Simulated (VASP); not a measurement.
Wanted: the native input for a VASP 6.6.1 run.

```yaml
Task: single point
Functional: PBEsol
Potentials_or_basis: VASP PAW PBE potentials, release 64 (Si, W_sv)
Cutoff: 520 eV
k_mesh: 12 × 12 × 6
Occupations: gaussian, width 0.15 eV
Spin: no spin polarisation
Dipole_correction: no
Further_INCAR_settings: ALGO = Normal; EDIFF = 1e-06; NBANDS = 43
```

The structure of Si2W lies in POSCAR:

```
Si2W
1.0
    4.6904887667      0.0000000000      0.0000000000
   -2.3452443834      4.0620824282      0.0000000000
    0.0000000000      0.0000000000      6.6033074698
Si W
6 3
Direct
    0.8361793875      0.6723587749      0.5000000000
    0.1638206125      0.8361793875      0.8333333333
    0.6723587749      0.8361793875      0.1666666667
    0.1638206125      0.3276412251      0.5000000000
    0.8361793875      0.1638206125      0.8333333333
    0.3276412251      0.1638206125      0.1666666667
    0.0000000000      0.5000000000      0.1666666667
    0.5000000000      0.5000000000      0.8333333333
    0.5000000000      0.0000000000      0.5000000000
```

This cell differs from its parent crystal: strain +0.025 along x and y, +0.000 along z.

The input as run:

INCAR

```
PREC = Accurate
ENCUT = 520
EDIFF = 1E-6
ISMEAR = 0
SIGMA = 0.15
LREAL = False
LASPH = True
NELM = 80
ALGO = Normal
ISIF = 2
LWAVE = False
LCHARG = True
GGA = PS
LELF = True
LVHAR = True
NBANDS = 43
```

KPOINTS

```
regular mesh
0
Gamma
  12 12 6
```

Potentials or basis: VASP PAW PBE potentials, release 64 (Si, W_sv).

The run is started by

```sh
$ cat potpaw_PBE.64/Si/POTCAR potpaw_PBE.64/W_sv/POTCAR > POTCAR
$ mpirun -np 1 vasp_std > vasp.out
```

It gave:

The pressure is -9.7 GPa and the largest force is 0.005 eV/Å. The band gap on the k mesh is zero (band 33 reaches 11.99 eV, above the bottom of band 34 at 11.97 eV).

Caveat: the cell differs from its parent crystal (strain +0.025 along x and y, +0.000 along z); the PAW data sets were made with another functional, which shifts forces and pressure a little; spin-orbit coupling is left out, which moves the levels of the heavy elements.

It took 3.7 min on 1 thread of AMD EPYC 9R45 96-Core Processor (Zen 5) (shared host), peak memory 0.41 GiB.
